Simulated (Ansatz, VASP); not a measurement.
**Be in VASP and in Ansatz**

The input POSCAR:

```
Be
1.0
    2.2853000000      0.0000000000      0.0000000000
   -1.1426500000      1.9791278553      0.0000000000
    0.0000000000      0.0000000000      3.5842000000
Be
2
Direct
    0.3333333333      0.6666666667      0.2500000000
    0.6666666667      0.3333333333      0.7500000000
```

INCAR.step1

```
PREC = Accurate
ENCUT = 520
ISMEAR = 0
SIGMA = 0.1
LREAL = False
LASPH = True
NELM = 60
NBANDS = 9
GGA = PE
ALGO = Normal
EDIFF = 1E-4
LWAVE = True
LCHARG = False
```

The input INCAR.step2:

```
PREC = Accurate
ENCUT = 520
EDIFF = 1E-6
ISMEAR = 0
SIGMA = 0.1
LREAL = False
LASPH = True
NELM = 60
ALGO = Normal
ISIF = 2
LWAVE = False
LCHARG = True
METAGGA = R2SCAN
LMIXTAU = True
LELF = True
LVHAR = True
NBANDS = 9
ISTART = 1
```

The input KPOINTS:

```
Automatic mesh
0
Gamma
  12 12 6
```

Input for Ansatz:

```yaml
crystal:
  lattice:
    - [2.2853, 0.0, 0.0]
    - [-1.14265, 1.9791278553, 0.0]
    - [0.0, 0.0, 3.5842]
  atoms:
    - { symbol: Be, position: [0.3333333333, 0.6666666667, 0.25] }
    - { symbol: Be, position: [0.6666666667, 0.3333333333, 0.75] }
basis:
  ecutwfc: 500
kpoints:
  mp_grid: { grid: [12, 12, 6] }
hamiltonian:
  xc: r2scan
scf:
  occupations: { method: gaussian, width: 0.1 }
output:
  forces: true
  stress: true
  eigenvalues: true
```

Alike in both runs: task single point; functional r2SCAN; k mesh 12 × 12 × 6; occupations gaussian, width 0.1 eV; no spin polarisation.

```csv
,VASP,Ansatz
version,VASP 6.6.1,Ansatz 0.2.0
potentials or method,"VASP PAW PBE potentials, release 64 (Be), cutoff 520 eV","scalar-relativistic, plane waves, PAW"
valence electrons in the cell,4,4
```

VASP gave:

```
gap on the k mesh at the Fermi level (eV)                     : none
pressure (GPa)                                                : -2.8
traceless stress, the component that is largest in VASP (GPa) : 0.94
```

Problem. Estimate Ansatz's values.

Solution. gap on the k mesh at the Fermi level (eV): none; pressure (GPa): -3.0; traceless stress, the component that is largest in VASP (GPa): 0.88.

VASP's potentials were made for PBE, not for r2SCAN. A gap of «none» marks a metal or a gap that the smearing closes.
